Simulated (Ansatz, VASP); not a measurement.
## Two plane-wave programs on Pb

```xyz
2
Lattice="0.0000 3.3925 3.3925 3.3925 0.0000 3.3925 3.3925 3.3925 0.0000" Properties=species:S:1:pos:R:3 pbc="T T T"
Pb    1.6963    1.6963    1.6963
Pb    0.0000    0.0000    0.0000
```

Alike in both runs: task single point; functional PBEsol; k mesh 7 × 7 × 7; occupations fermi-dirac, width 0.05 eV; no spin polarisation.

```csv
,VASP,Ansatz
version,VASP 6.6.1,Ansatz 0.2.0
potentials or method,"VASP PAW PBE potentials, release 64 (Pb_d)",Ansatz PAW
plane-wave cutoff (eV),520,420
valence electrons in the cell,28,28
```

```tsv
	VASP	Ansatz	Ansatz less VASP
gap on the k mesh at the Fermi level (eV)	none	none	-
pressure (GPa)	1.9	1.9	+0.06
```

VASP's potentials were made for PBE, not for PBEsol. A gap of «none» marks a metal or a gap that the smearing closes. With one functional, cell and mesh, what is left measures potentials, basis and numerics.

Neither program's run includes spin-orbit coupling.
